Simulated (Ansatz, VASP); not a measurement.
# Two plane-wave programs on P

```
P
1.0
     3.33298    0.00000    0.00000
     0.00000   35.37989    0.00000
     0.00000    0.00000    4.49312
P
4
Cartesian
  0.0000 34.3277 2.6606
  0.0000 1.0521 1.8325
  1.6665 1.0521 0.4140
  1.6665 34.3277 4.0791
```

Change from the starting cell: strain +0.015 along x and y, -0.030 along z, atoms carried along.

Alike in both runs: task single point; functional PBEsol; k mesh 8 × 1 × 6; occupations gaussian, width 0.05 eV; no spin polarisation.

```csv
,VASP,Ansatz
version,VASP 6.6.1,Ansatz 0.2.0
potentials or method,"VASP PAW PBE potentials, release 64 (P), cutoff 520 eV","scalar-relativistic, plane waves, PAW"
valence electrons in the cell,20,20
```

Ansatz gave:

```
gap on the k mesh at the Fermi level (eV) : 0.65
least direct gap on the mesh (eV)         : 0.65
rms of the force components (eV/Å)        : 0.402
```

Q: Estimate VASP's values.

A: gap on the k mesh at the Fermi level (eV): 0.67; least direct gap on the mesh (eV): 0.67; rms of the force components (eV/Å): 0.397.

VASP's potentials were made for PBE, not for PBEsol. Atom by atom the forces differ by 0.011 eV/Å (rms over components).
